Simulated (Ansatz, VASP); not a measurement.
# MgB2, level by level in two programs

```
Mg B
1.0
     3.06429    0.00000    0.00000
    -1.53215    2.65376    0.00000
     0.00000    0.00000    3.49935
Mg B
1 2
Direct
  0.00000 0.00000 0.00000
  0.66667 0.33333 0.50000
  0.33333 0.66667 0.50000
```

Single points on this cell with VASP 6.6.1 and Ansatz 0.2.0. Each row is one pair of runs. Alike in all rows: spin: off; k mesh: 10 × 10 × 8; smearing: fermi-dirac, width 0.05 eV.

| level | VASP's potentials, cutoff | Ansatz's potentials, cutoff | gap on the k mesh at the Fermi level (eV), VASP | gap on the k mesh at the Fermi level (eV), Ansatz | pressure (GPa), VASP | pressure (GPa), Ansatz |
| --- | --- | --- | --- | --- | --- | --- |
| PBEsol+D3(BJ) | VASP PAW PBE potentials, release 64 (Mg, B), 520 eV | Ansatz PAW, 420 eV | none | none | -4.1 | -4.1 |
| revPBE | VASP PAW PBE potentials, release 64 (Mg, B), 520 eV | Ansatz PAW, 420 eV | none | none | 4.6 | 5.0 |
| r2SCAN | VASP PAW PBE potentials, release 64 (Mg_sv, B), 660 eV | Ansatz PAW, 500 eV | none | none | 1.0 | 1.0 |

Pressure (GPa): the two programs differ by at most 0.37.

VASP's potentials hold 8 valence electrons a cell and Ansatz's 16 in some rows, so a difference there can come from the potentials and not from the codes.

A gap of «none» marks a metal or a gap that the smearing closes.
